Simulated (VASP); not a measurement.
# SnO in VASP: single point with PBE+D3(BJ)

Aim: the single point of SnO with PBE+D3(BJ).

All numbers are computed with VASP 6.6.1; they aren't measurements. Logs are shortened: lines on timing, memory, paths and dates and some standing lists are left out, and cuts for length are marked.

## 1. The cell of the first run

The cell holds a slab with vacuum, 8 atoms: a = 3.821 Å, b = 3.821 Å, c = 42.056 Å, α = 90.00°, β = 90.00°, γ = 90.00°.

## 2. Single point, PBE+D3(BJ)

Input file INCAR:

```
PREC = Accurate
ENCUT = 520
EDIFF = 1E-6
ISMEAR = 0
SIGMA = 0.02
LREAL = F
LASPH = T
NELM = 100
ALGO = Normal
ISIF = 2
LWAVE = F
LCHARG = F
LDIPOL = T
IDIPOL = 3
DIPOL = 0.5 0.5 0.500
GGA = PE
IVDW = 12
NBANDS = 50
```

Input file KPOINTS:

```
regular mesh
0
Gamma
  6 6 1
```

Input file POSCAR:

```
SnO
1.0
    3.8205604524      0.0000000000      0.0000000000
    0.0000000000      3.8205604524      0.0000000000
    0.0000000000      0.0000000000     42.0562029175
Sn O
4 4
Direct
    0.5000000000      0.0000000000      0.4008815323
    0.0000000000      0.5000000000      0.4569975978
    0.0000000000      0.0000000000      0.5430024023
    0.5000000000      0.5000000000      0.5991184690
    0.0000000000      0.0000000000      0.4289457644
    0.5000000000      0.5000000000      0.4289694277
    0.5000000000      0.0000000000      0.5710305715
    0.0000000000      0.5000000000      0.5710542348
```

Potentials or basis: VASP PAW PBE potentials, release 64 (Sn_d, O).

On the command line:

```sh
$ cat potpaw_PBE.64/Sn_d/POTCAR potpaw_PBE.64/O/POTCAR > POTCAR
$ mpirun -np 1 vasp_std > vasp.out
```

OUTCAR:

```text
PREC = Accurate
   ENCUT = 520
   EDIFF = 1E-6
   ISMEAR = 0
   LREAL = F
   LASPH = T
   NELM = 100
   ISIF = 2
   GGA = PE
   IVDW = 12
 IVDW          = 12

 ion  position               nearest neighbor table
   1  0.500  0.000  0.401-   5 2.25   5 2.25   6 2.25   6 2.25   2 3.59   2 3.59   2 3.59   2 3.59

   2  0.000  0.500  0.457-   6 2.24   6 2.24   5 2.25   5 2.25   1 3.59   1 3.59   1 3.59   1 3.59

   3  0.000  0.000  0.543-   7 2.24   7 2.24   8 2.25   8 2.25   4 3.59   4 3.59   4 3.59   4 3.59

   4  0.500  0.500  0.599-   8 2.25   8 2.25   7 2.25   7 2.25   3 3.59   3 3.59   3 3.59   3 3.59

   5  0.000  0.000  0.429-   2 2.25   2 2.25   1 2.25   1 2.25
   6  0.500  0.500  0.429-   2 2.24   2 2.24   1 2.25   1 2.25
   7  0.500  0.000  0.571-   3 2.24   3 2.24   4 2.25   4 2.25
   8  0.000  0.500  0.571-   3 2.25   3 2.25   4 2.25   4 2.25

  LATTYP: Found a simple tetragonal cell.
 ALAT       =     3.8205604524
 C/A-ratio  =    11.0078621819

  Lattice vectors:

 A1 = (   3.8205604524,   0.0000000000,   0.0000000000)
 A2 = (   0.0000000000,   3.8205604524,   0.0000000000)
 A3 = (   0.0000000000,   0.0000000000,  42.0562029175)

Analysis of symmetry for initial positions (statically):
=====================================================================
 Subroutine PRICEL returns:
 Original cell was already a primitive cell.

 Routine SETGRP: Setting up the symmetry group for a
 simple tetragonal supercell.

 Subroutine GETGRP returns: Found  8 space group operations
 (whereof  4 operations were pure point group operations)
 out of a pool of 16 trial point group operations.

The static configuration has the point symmetry C_2v.
 The point group associated with its full space group is D_2h.

Analysis of symmetry for dynamics (positions and initial velocities):
=====================================================================
 Subroutine PRICEL returns:
 Original cell was already a primitive cell.

 Routine SETGRP: Setting up the symmetry group for a
 simple tetragonal supercell.

 Subroutine GETGRP returns: Found  8 space group operations
 (whereof  4 operations were pure point group operations)
 out of a pool of 16 trial point group operations.

The dynamic configuration has the point symmetry C_2v.
 The point group associated with its full space group is D_2h.

 Subroutine INISYM returns: Found  8 space group operations
 (whereof  4 operations are pure point group operations),
 and found     1 'primitive' translations

----------------------------------------------------------------------------------------

                                     Primitive cell

  volume of cell :     613.8810

  direct lattice vectors                    reciprocal lattice vectors
     3.820560452  0.000000000  0.000000000     0.261741703  0.000000000  0.000000000
     0.000000000  3.820560452  0.000000000     0.000000000  0.261741703  0.000000000
     0.000000000  0.000000000 42.056202918     0.000000000  0.000000000  0.023777705

  length of vectors
     3.820560452  3.820560452 42.056202918     0.261741703  0.261741703  0.023777705

  position of ions in fractional coordinates (direct lattice)
     0.500000000  0.000000000  0.400881532
     0.000000000  0.500000000  0.456997598
     0.000000000  0.000000000  0.543002402
     0.500000000  0.500000000  0.599118469
     0.000000000  0.000000000  0.428945764
     0.500000000  0.500000000  0.428969428
     0.500000000  0.000000000  0.571030572
     0.000000000  0.500000000  0.571054235

  ion indices of the primitive-cell ions
   primitive index   ion index
                 1           1
                 2           2
                 3           3
                 4           4
                 5           5
                 6           6
                 7           7
                 8           8

----------------------------------------------------------------------------------------

 KPOINTS: regular mesh

Automatic generation of k-mesh.
 Grid dimensions read from file:
 generate k-points for:    6    6    1

 Generating k-lattice:

  Cartesian coordinates                     Fractional coordinates (reciprocal lattice)
     0.043623617  0.000000000  0.000000000     0.166666667  0.000000000  0.000000000
     0.000000000  0.043623617  0.000000000     0.000000000  0.166666667  0.000000000
     0.000000000  0.000000000  0.023777705     0.000000000  0.000000000  1.000000000

  Length of vectors
     0.043623617  0.043623617  0.023777705

  Shift w.r.t. Gamma in fractional coordinates (k-lattice)
     0.000000000  0.000000000  0.000000000

 Subroutine IBZKPT returns following result:
 ===========================================

 Found     16 irreducible k-points:

 Following reciprocal coordinates:
            Coordinates               Weight
  0.000000  0.000000  0.000000      1.000000
  0.166667  0.000000  0.000000      2.000000
  0.000000  0.166667  0.000000      2.000000
  0.333333  0.000000  0.000000      2.000000
  0.000000  0.333333  0.000000      2.000000
  0.500000  0.000000  0.000000      1.000000
[... 8 lines left out ...]
 -0.333333  0.500000  0.000000      2.000000
  0.500000  0.500000  0.000000      1.000000
   k-points           NKPTS =     16   k-points in BZ     NKDIM =     16   number of bands    NBANDS=     50
   number of dos      NEDOS =    301   number of ions     NIONS =      8
   total plane-waves  NPLWV = 250880
   dimension x,y,z NGX =    28 NGY =   28 NGZ =  320
   dimension x,y,z NGXF=    56 NGYF=   56 NGZF=  640
   ions per type =               4   4
   NGX,Y,Z   is equivalent  to a cutoff of  12.18, 12.18, 12.65 a.u.
   NGXF,Y,Z  is equivalent  to a cutoff of  24.37, 24.37, 25.30 a.u.
 SYSTEM =  unknown system
   PREC   = accura    normal or accurate (medium, high low for compatibility)
   ISTART =      0    job   : 0-new  1-cont  2-samecut
   ICHARG =      2    charge: 1-file 2-atom 10-const
   ISPIN  =      1    spin polarized calculation?
   LNONCOLLINEAR =      F non collinear calculations
   LSORBIT =      F    spin-orbit coupling
   LASPH  =      T    aspherical Exc in radial PAW
   ENCUT  =  520.0 eV  38.22 Ry    6.18 a.u.   7.10  7.10 78.20*2*pi/ulx,y,z
   NELM   =    100;   NELMIN=  2; NELMDL= -5     # of ELM steps
   EDIFF  = 0.1E-05   stopping-criterion for ELM
   LREAL  =      F    real-space projection
   EDIFFG = 0.1E-04   stopping-criterion for IOM
   NSW    =      0    number of steps for IOM
   IBRION =     -1    ionic relax: 0-MD 1-quasi-New 2-CG
   NFREE  =      0    steps in history (QN), initial steepest desc. (CG)
   ISIF   =      2    stress and relaxation
   ISYM   =      2    0-nonsym 1-usesym 2-fastsym
   POTIM  = 0.5000    time-step for ionic-motion
   TEBEG  =    0.0;   TEEND  =   0.0 temperature during run
   PSTRESS=    0.0 pullay stress
   NELECT =      80.0000    total number of electrons
   NUPDOWN=      -1.0000    fix difference up-down
   EMIN   =  10.00;   EMAX   =-10.00  energy-range for DOS
   EFERMI =   0.00;   METHOD = LEGACY
   ISMEAR =     0;   SIGMA  =   0.02  broadening in eV -4-tet -1-fermi 0-gaus
   EFERMI_NEDOS =   21; number of points for ismear=-14 and -15
   IALGO  =     38    algorithm
   IMIX   =      4    mixing-type and parameters
     AMIX     =   0.40;   BMIX     =  1.00
     AMIX_MAG =   1.60;   BMIX_MAG =  1.00
  volume/ion in A,a.u.               =      76.74       517.83
  Fermi-wavevector in a.u.,A,eV,Ry     =   0.829997  1.568468  9.372996  0.688896
  Thomas-Fermi vector in A             =   1.942640
   LORBIT       =      0    0 simple, 1 ext, 2 COOP (PROOUT), +10 PAW based schemes
   GGA     = PE    functional components
   LHFCALC =     F    Hartree Fock is set to
   AEXX    =    0.0000 exact exchange contribution
   IVDW    =    12    specifies the selected vdW correction
   LEPSILON=     F    determine dielectric tensor
   LRPA    =     F    only Hartree local field effects (RPA)
 non-spin polarized calculation
 Gauss-broadening in eV      SIGMA  =   0.02
  energy-cutoff  :      520.00
  volume of cell :      613.88
 maximum number of plane-waves:     16576
   NGX = 15   NGY = 15   NGZ =157

 dipolmoment           0.000000      0.000000     -0.000000 electrons x Angstroem

 number of electron      79.9999970 magnetization

 dipolmoment           0.000000      0.000000      0.000000 electrons x Angstroem

 Free energy of the ion-electron system (eV)
  ---------------------------------------------------
  ext. energy  EPLUGINS =         0.00000000
  ---------------------------------------------------
  free energy    TOTEN  =       -45.14345101 eV

  energy without entropy =      -45.14345101  energy(sigma->0) =      -45.14345101

 E-fermi :  -2.1811     XC(G=0):  -2.8050

 val. band max:       -2.3140240428   @ k =   0.1667   0.0000   0.0000
 cond. band min:      -0.4611436162   @ k =   0.5000   0.0000   0.0000
 fundamental gap:      1.8528804266
 Fermi energy:        -2.1810668566

 k-point     1 :       0.0000    0.0000    0.0000
  band No.  band energies     occupation
      1     -23.3807      2.00000
      2     -23.3807      2.00000
      3     -23.0179      2.00000
      4     -23.0178      2.00000
      5     -22.9826      2.00000
      6     -22.9824      2.00000
[... 42 lines left out ...]
     49       2.6567      0.00000
     50       2.9819      0.00000

 k-point     2 :       0.1667    0.0000    0.0000
  band No.  band energies     occupation
      1     -23.3687      2.00000
      2     -23.3685      2.00000
      3     -23.0257      2.00000
      4     -23.0255      2.00000
      5     -22.9846      2.00000
      6     -22.9816      2.00000
[... 734 lines left out ...]
 k-point    16 :       0.5000    0.5000    0.0000
  band No.  band energies     occupation
      1     -23.3214      2.00000
      2     -23.3214      2.00000
      3     -23.3194      2.00000
      4     -23.3194      2.00000
      5     -22.9898      2.00000
      6     -22.9898      2.00000
[... 42 lines left out ...]
     49       3.8552      0.00000
     50       3.8552      0.00000

------------------------ aborting loop because EDIFF is reached ----------------------------------------

 vacuum level on the upper side and lower side of the slab       (xc-potential included)        -0.161        -0.161

 Edisp (eV)   -1.29040

 E8    (eV) :    -0.5721

  FORCE on cell =-STRESS in cart. coord.  units (eV):
  Direction    XX          YY          ZZ          XY          YZ          ZX
  --------------------------------------------------------------------------------------
  -------------------------------------------------------------------------------------
  Total       0.34554     0.62830     0.24890     0.00000     0.00000     0.00000
  in kB       0.90183     1.63982     0.64960     0.00000     0.00000     0.00000
  external pressure =        1.06 kB  Pullay stress =        0.00 kB

 VOLUME and BASIS-vectors are now :
 -----------------------------------------------------------------------------
  energy-cutoff  :      520.00
  volume of cell :      613.88
      direct lattice vectors                 reciprocal lattice vectors
     3.820560452  0.000000000  0.000000000     0.261741703  0.000000000  0.000000000
     0.000000000  3.820560452  0.000000000     0.000000000  0.261741703  0.000000000
     0.000000000  0.000000000 42.056202918     0.000000000  0.000000000  0.023777705

 POSITION                                       TOTAL-FORCE (eV/Angst)
 -----------------------------------------------------------------------------------
      1.91028      0.00000     16.85956         0.000000      0.000000     -0.085099
      0.00000      1.91028     19.21958         0.000000      0.000000      0.083467
      0.00000      0.00000     22.83662         0.000000      0.000000     -0.083467
      1.91028      1.91028     25.19665         0.000000      0.000000      0.085099
      0.00000      0.00000     18.03983         0.000000      0.000000      0.001443
      1.91028      1.91028     18.04083         0.000000      0.000000      0.002033
      1.91028      0.00000     24.01538         0.000000      0.000000     -0.002033
      0.00000      1.91028     24.01637         0.000000      0.000000     -0.001443
 -----------------------------------------------------------------------------------
    total drift:                                0.000000      0.000000      0.000087

  FREE ENERGIE OF THE ION-ELECTRON SYSTEM (eV)
  ---------------------------------------------------
  free  energy   TOTEN  =       -46.4338494752 eV

  energy  without entropy=      -46.4338494752  energy(sigma->0) =      -46.43384948

 vacuum level on the upper side and lower side of the slab         2.481         2.481
```

It took 12 min on 1 thread of Intel Xeon Platinum 8375C at 2.90GHz (Ice Lake), shared host; peak memory 0.75 GiB.

What came out:

```yaml
Free_energy: -46.4338 eV
Largest_force: 0.085 eV/Å
Band_gap_on_the_k_mesh: 1.85 eV (least direct gap 2.10 eV)
Dispersion_energy_per_atom: -0.161 eV
```

Forces in eV/Å, atoms in the order of the input:
```
Sn   0.000  0.000 -0.085
Sn   0.000  0.000  0.083
Sn   0.000  0.000 -0.083
Sn   0.000  0.000  0.085
O    0.000  0.000  0.001
O    0.000  0.000  0.002
O    0.000  0.000 -0.002
O    0.000  0.000 -0.001
```

Levels at points of the mesh, in eV from the valence-band top:
| k point | band 36 | band 37 | band 38 | band 39 | band 40 | band 41 | band 42 | band 43 | band 44 | band 45 |
| --- | --- | --- | --- | --- | --- | --- | --- | --- | --- | --- |
| (0.00, 0.00, 0.00) | -2.16 | -2.16 | -2.16 | -0.93 | -0.06 | 2.37 | 2.65 | 2.65 | 4.01 | 4.77 |
| (0.50, 0.00, 0.00) | -3.78 | -1.75 | -1.02 | -0.99 | -0.24 | 1.85 | 2.72 | 2.75 | 3.79 | 5.11 |
| (0.00, 0.50, 0.00) | -3.79 | -1.23 | -1.23 | -0.94 | -0.94 | 2.64 | 2.64 | 2.94 | 2.94 | 5.29 |
| (0.50, 0.50, 0.00) | -1.52 | -1.29 | -1.29 | -1.15 | -1.15 | 2.55 | 2.55 | 2.66 | 2.66 | 4.50 |

Caveat: spin-orbit coupling is left out, which moves the levels of the heavy elements.
